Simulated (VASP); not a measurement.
A run of VASP 6.6.1 is set up as follows.

The input INCAR:

```
SYSTEM = Cr
PREC = Accurate
ENCUT = 520
EDIFF = 1E-7
ISMEAR = 1
SIGMA = 0.01
LREAL = .FALSE.
LASPH = .TRUE.
NELM = 100
ALGO = Normal
ISIF = 2
LWAVE = .FALSE.
LCHARG = .TRUE.
GGA = PE
LELF = .TRUE.
LVHAR = .TRUE.
NBANDS = 12
```

File KPOINTS:

```
Automatic mesh
0
G
  15 15 15
  0 0 0
```

POSCAR

```
Cr
1.0
   -1.4243177237      1.4243177237      1.4243177237
    1.4243177237     -1.4243177237      1.4243177237
    1.4243177237      1.4243177237     -1.4243177237
Cr
1
Direct
    0.0000000000      0.0000000000      0.0000000000
```

Potentials or basis: VASP PAW PBE potentials, release 64 (Cr_pv).

Run with:

```console
$ cat potpaw_PBE.64/Cr_pv/POTCAR > POTCAR
$ mpirun -np 1 vasp_std > vasp.out
```

(1) What does it give for the pressure?

(2) Estimate the band gap on the k mesh.

## Answers

(1) -0.9 GPa.

(2) zero (band 6 reaches 13.30 eV, above the bottom of band 7 at 10.07 eV).

Caveat: the run has no spin polarisation, though such a crystal can be magnetic.
